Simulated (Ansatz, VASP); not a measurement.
Two plane-wave programs on Ta

The input INCAR:

```
SYSTEM = Ta
PREC = Accurate
ENCUT = 520
EDIFF = 1E-6
ISMEAR = 0
SIGMA = 0.15
LREAL = .False.
LASPH = .True.
NELM = 100
ALGO = Normal
ISIF = 2
LWAVE = .False.
LCHARG = .True.
GGA = PS
LELF = .True.
LVHAR = .True.
NBANDS = 12
```

File KPOINTS:

```
Automatic mesh
0
Gamma
  20 20 20
  0 0 0
```

Contents of POSCAR:

```
Ta
1.0
   -1.5687160000      1.5687160000      1.5687160000
    1.5687160000     -1.5687160000      1.5687160000
    1.5687160000      1.5687160000     -1.5687160000
Ta
1
Direct
    0.0000000000      0.0000000000      0.0000000000
```

Input for Ansatz:

```yaml
crystal:
  lattice:
    - [-1.568716, 1.568716, 1.568716]
    - [1.568716, -1.568716, 1.568716]
    - [1.568716, 1.568716, -1.568716]
  atoms:
    - { symbol: Ta, position: [0.0, 0.0, 0.0] }
basis:
  ecutwfc: 420
kpoints:
  mp_grid: { grid: [20, 20, 20] }
hamiltonian:
  xc: pbesol
scf:
  occupations: { method: gaussian, width: 0.15 }
output:
  forces: true
  stress: true
  eigenvalues: true
  write_density: true
  write_potential: true
  elf: true
  volumetric_format: npy
```

Change from the starting cell: strain -0.050 along x and y, -0.050 along z, atoms carried along.

Alike in both runs: task single point; functional PBEsol; k mesh 20 × 20 × 20; occupations gaussian, width 0.15 eV; no spin polarisation.

```csv
,VASP,Ansatz
version,VASP 6.6.1,Ansatz 0.2.0
potentials or method,"VASP PAW PBE potentials, release 64 (Ta_pv), cutoff 520 eV","scalar-relativistic, plane waves, PAW"
valence electrons in the cell,11,13
```

VASP gave:

| Property | Result |
| --- | --- |
| gap on the k mesh at the Fermi level (eV) | none |
| pressure (GPa) | 36.5 |

Task: What did Ansatz give for the same quantities?

Result: gap on the k mesh at the Fermi level (eV): none; pressure (GPa): 35.9.

VASP's potentials were made for PBE, not for PBEsol. A gap of «none» marks a metal or a gap that the smearing closes. Both programs put the cell under a high pressure, so it lies far from rest at this level. VASP's potentials hold 11 valence electrons a cell and Ansatz's 13, so a difference there can come from the potentials and not from the codes.

Spin-orbit coupling is off throughout.
